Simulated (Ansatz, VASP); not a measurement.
## Two plane-wave programs on HgTe

Contents of POSCAR:

```
HgTe
1.0
    2.9027424600     -3.3629211300      0.0000000000
    2.9027424600      3.3629211300      0.0000000000
    0.0000000000      0.0000000000      5.7981570000
Hg Te
2 2
Direct
    0.3430500000      0.6569500000      0.7500000000
    0.6569500000      0.3430500000      0.2500000000
    0.7848090000      0.2151910000      0.7500000000
    0.2151910000      0.7848090000      0.2500000000
```

File INCAR.step1:

```
SYSTEM = HgTe
PREC = Accurate
ENCUT = 520
ISMEAR = -1
SIGMA = 0.02
LREAL = .FALSE.
LASPH = .TRUE.
NELM = 60
NBANDS = 26
GGA = PE
ALGO = Normal
EDIFF = 1E-4
LWAVE = .TRUE.
LCHARG = .FALSE.
```

Contents of INCAR.step2:

```
SYSTEM = HgTe
PREC = Accurate
ENCUT = 520
EDIFF = 1E-6
ISMEAR = -1
SIGMA = 0.02
LREAL = .FALSE.
LASPH = .TRUE.
NELM = 60
ALGO = Normal
ISIF = 2
LWAVE = .FALSE.
LCHARG = .TRUE.
METAGGA = R2SCAN
LMIXTAU = .TRUE.
IVDW = 13
VDW_S6 = 1.0
VDW_S8 = 0.6018749
VDW_A1 = 0.51559235
VDW_A2 = 5.77342911
LELF = .TRUE.
LVHAR = .TRUE.
NBANDS = 26
ISTART = 1
```

Contents of KPOINTS:

```
regular mesh
0
G
  4 4 4
  0 0 0
```

Input for Ansatz:

```yaml
crystal:
  lattice:
    - [2.90274246, -3.3629211299999997, 0.0]
    - [2.90274246, 3.3629211299999997, 0.0]
    - [0.0, 0.0, 5.798157]
  atoms:
    - { symbol: Hg, position: [0.34305, 0.65695, 0.75] }
    - { symbol: Hg, position: [0.65695, 0.34305, 0.25] }
    - { symbol: Te, position: [0.784809, 0.215191, 0.75] }
    - { symbol: Te, position: [0.215191, 0.784809, 0.25] }
kpoints:
  mp_grid:
    grid: [4, 4, 4]
hamiltonian:
  xc: r2scan
  dispersion: d4
  pseudopotentials:
    kind: nc
scf:
  occupations:
    method: fermi_dirac
    width: 0.02
output:
  stress: true
```

Alike in both runs: task single point; functional r2SCAN; dispersion D4; k mesh 4 × 4 × 4; occupations fermi-dirac, width 0.02 eV; no spin polarisation.

|  | VASP | Ansatz |
| --- | --- | --- |
| version | VASP 6.6.1 | Ansatz 0.2.0 |
| potentials or method | VASP PAW PBE potentials, release 64 (Hg, Te) | plane waves, norm-conserving potentials |
| plane-wave cutoff (eV) | 520 | 1230 |
| valence electrons in the cell | 36 | 72 |

|  | VASP | Ansatz | Ansatz less VASP |
| --- | --- | --- | --- |
| pressure (GPa) | 1.2 | 1.0 | -0.17 |
| traceless stress, the component that is largest in VASP (GPa) | -1.35 | -1.33 | +0.023 |

VASP's potentials were made for PBE, not for r2SCAN. VASP's potentials hold 36 valence electrons a cell and Ansatz's 72, so a difference there can come from the potentials and not from the codes.

Spin-orbit coupling is off throughout.
